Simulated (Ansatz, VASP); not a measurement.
TiCo in VASP and in Ansatz

```
Co Ti
1.0
     3.04468    0.00000    0.00000
     0.00000    3.04468    0.00000
     0.00000    0.00000    3.04468
Co Ti
1 1
Direct
  0.50000 0.50000 0.50000
  0.00000 0.00000 0.00000
```

Alike in both runs: task single point; functional LDA; k mesh 9 × 9 × 9; occupations fermi-dirac, width 0.05 eV; collinear spin.

|  | VASP | Ansatz |
| --- | --- | --- |
| version | VASP 6.6.1 | Ansatz 0.2.0 |
| potentials or method | VASP PAW LDA potentials, release 64 (Co, Ti_sv) | Ansatz PAW |
| plane-wave cutoff (eV) | 520 | 420 |
| valence electrons in the cell | 21 | 29 |

|  | VASP | Ansatz | Ansatz less VASP |
| --- | --- | --- | --- |
| gap on the k mesh at the Fermi level (eV) | none | none | - |
| pressure (GPa) | -22.0 | -21.9 | +0.09 |
| net moment per atom (μB) | 0.24 | 0.28 | +0.037 |
| size of the moment on the site where the two differ most (μB) | 0.53 | 0.63 | +0.103 |

LDA's correlation is that of Perdew and Zunger in VASP and of Perdew and Wang (1992) in Ansatz. Site moments also hang on the region over which each program counts them. A gap of «none» marks a metal or a gap that the smearing closes. VASP's potentials hold 21 valence electrons a cell and Ansatz's 29, so a difference there can come from the potentials and not from the codes.
